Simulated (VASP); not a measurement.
## C: single point with PBEsol

C:

```
C
1.0
     0.00000    1.51873    1.51873
     1.51873    0.00000    1.51873
     1.51873    1.51873    0.00000
C
1
Cartesian
  0.0000 0.0000 0.0000
```

```
Program             : VASP 6.6.1
Task                : single point
Functional          : PBEsol
Potentials or basis : VASP PAW PBE potentials, release 64 (C)
Cutoff              : 520 eV
k mesh              : 24 × 24 × 24, shifted
Occupations         : fermi-dirac, width 0.08 eV
Spin                : no spin polarisation
```

```
Pressure               : -0.2 GPa
Band gap on the k mesh : zero (bands 2 and 3 overlap by 11.66 eV)
```

Levels at points of the mesh, in eV from the Fermi level:
| k point | band 1 | band 2 | band 3 | band 4 | band 5 | band 6 | band 7 |
| --- | --- | --- | --- | --- | --- | --- | --- |
| (0.02, 0.02, 0.02) | -19.36 | 8.27 | 8.32 | 8.32 | 30.21 | 30.48 | 30.48 |

Wall time 4.4 min on 1 thread of Intel(R) Xeon(R) 6975P-C (Granite Rapids), with other jobs on the host, peak memory 1.3 GiB.

Caveat: the PAW data sets were made with another functional, which shifts forces and pressure a little.
